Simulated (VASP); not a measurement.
Here is a VASP 6.6.1 calculation.

The input INCAR:

```
SYSTEM = Al
PREC     = Accurate       ! precision mode
ENCUT    = 500            ! plane-wave cutoff, eV
EDIFF    = 1E-6           ! SCF threshold, eV
ISMEAR   = 0              ! smearing method
SIGMA    = 0.1            ! smearing width, eV
LREAL    = .False.        ! projectors in reciprocal space
LASPH    = .True.         ! aspherical terms in the spheres
NELM     = 120            ! most SCF steps
ALGO     = Normal         ! electronic algorithm
ISIF     = 2              ! what is computed and relaxed
LWAVE    = .False.        ! write WAVECAR
LCHARG   = .False.        ! write CHGCAR
GGA      = PE             ! functional
NBANDS   = 10             ! bands
GGA_COMPAT= .False.
```

File KPOINTS:

```
Automatic mesh
0
Gamma
  8 8 8
  0 0 0
```

The input POSCAR:

```
Al
1.0
   -2.4932008491      2.4932008491      1.3600870863
    2.4932008491     -2.4932008491      1.3600870863
    2.4932008491      2.4932008491     -1.3600870863
Al
2
Direct
    0.0000000000      0.0000000000      0.0000000000
    0.7500000000      0.2500000000      0.5000000000
```

Potentials or basis: VASP PAW PBE potentials, release 64 (Al).

Command:

```sh
$ cat potpaw_PBE.64/Al/POTCAR > POTCAR
$ mpirun -np 1 vasp_std > vasp.out
```

**Question.** Estimate the band gap on the k mesh.

**Answer.** Zero (band 3 reaches 9.90 eV, above the bottom of band 4 at 2.74 eV).

**Question.** Predict the pressure.

**Answer.** 10.4 GPa.

Stress tensor (GPa, compression positive):
```
15.13  0.00  0.00
 0.00 15.13  0.00
 0.00  0.00  1.08
```
